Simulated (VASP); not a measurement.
## KF: single point with PBE+D4

The system is KF.

```
CELL_PARAMETERS angstrom
0.00000 2.72844 2.72844
2.72844 0.00000 2.72844
2.72844 2.72844 0.00000
ATOMIC_POSITIONS crystal
K 0.00000 0.00000 0.00000
F 0.50000 0.50000 0.50000
```

```yaml
Program: VASP 6.6.1
Task: single point
Functional: PBE
Dispersion: D4
Potentials_or_basis: VASP PAW PBE potentials, release 64 (K_sv, F)
Cutoff: 520 eV
k_mesh: 8 × 8 × 8
Occupations: gaussian, width 0.05 eV
Spin: no spin polarisation
Dipole_correction: no
Further_INCAR_settings: ALGO = Normal; EDIFF = 1e-06; NBANDS = 15
```

The pressure is -1.1 GPa. The band gap on the k mesh is 5.85 eV and the dispersion energy per atom is -0.067 eV.

Levels at points of the mesh, in eV from the valence-band top:
| k point | band 5 | band 6 | band 7 | band 8 | band 9 | band 10 | band 11 | band 12 |
| --- | --- | --- | --- | --- | --- | --- | --- | --- |
| (0.00, 0.00, 0.00) | -9.61 | 0.00 | 0.00 | 0.00 | 5.85 | 10.50 | 10.50 | 10.50 |
| (0.50, 0.00, 0.00) | -9.64 | -0.73 | -0.30 | -0.30 | 8.80 | 10.14 | 11.77 | 11.77 |
| (0.50, 0.50, 0.00) | -9.78 | -0.24 | -0.07 | -0.07 | 8.14 | 9.96 | 11.32 | 13.28 |

Wall time 42 s on 1 thread of Intel Xeon 8259CL, with other jobs on the host, peak memory 0.17 GiB.

A k mesh can miss the band edges. As with any semilocal functional, this PBE gap is likely too small.
